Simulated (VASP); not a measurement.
A run of VASP 6.6.1:

INCAR

```
SYSTEM = TePb
PREC = Accurate
ENCUT = 600
EDIFF = 1E-6
ISMEAR = -1
SIGMA = 0.08
LREAL = .False.
LASPH = .True.
NELM = 100
ALGO = Normal
ISIF = 3
LWAVE = .False.
LCHARG = .False.
GGA = PE
IBRION = 2
NSW = 60
EDIFFG = -0.005
PSTRESS = 33.0
```

KPOINTS

```
regular mesh
0
Gamma
  11 11 11
  0 0 0
```

POSCAR

```
TePb
1.0
    0.0000000000      3.3780757514      3.3780757514
    3.3780757514      0.0000000000      3.3780757514
    3.3780757514      3.3780757514      0.0000000000
Pb Te
1 1
Direct
    0.0000000000      0.0000000000      0.0000000000
    0.2500000000      0.2500000000      0.2500000000
```

Potentials or basis: VASP PAW PBE potentials, release 64 (Pb_d, Te).

Command:

```sh
$ cat potpaw_PBE.64/Pb_d/POTCAR potpaw_PBE.64/Te/POTCAR > POTCAR
$ mpirun -np 1 vasp_std > vasp.out
```

Hardware: 1 thread of Intel(R) Xeon(R) 6975P-C (Granite Rapids), on a shared host.

Problem. Estimate the wall time of this run.

Solution. It took 83 s on 1 thread of Intel(R) Xeon(R) 6975P-C (Granite Rapids), with other jobs on the host, peak memory 0.29 GiB. Counts: scf iterations 32, k points 56, ion steps 3.
